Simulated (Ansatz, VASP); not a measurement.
## AgCl in VASP and in Ansatz

```xyz
2
Lattice="0.0000 2.7732 2.7732 2.7732 0.0000 2.7732 2.7732 2.7732 0.0000" Properties=species:S:1:pos:R:3 pbc="T T T"
Ag    0.0000    0.0000    0.0000
Cl    2.7732    2.7732    2.7732
```

Alike in both runs: task single point; functional PBE; k mesh 8 × 8 × 8; occupations fermi-dirac, width 0.02 eV; no spin polarisation.

|  | VASP | Ansatz |
| --- | --- | --- |
| version | VASP 6.6.1 | Ansatz 0.2.0 |
| potentials or method | VASP PAW PBE potentials, release 64 (Ag, Cl) | plane waves, PAW |
| plane-wave cutoff (eV) | 520 | 420 |
| valence electrons in the cell | 18 | 26 |

|  | VASP | Ansatz | Ansatz less VASP |
| --- | --- | --- | --- |
| gap on the k mesh at the Fermi level (eV) | 0.91 | 0.91 | +0.003 |
| pressure (GPa) | 1.5 | 1.6 | +0.14 |

VASP's potentials hold 18 valence electrons a cell and Ansatz's 26, so a difference there can come from the potentials and not from the codes.
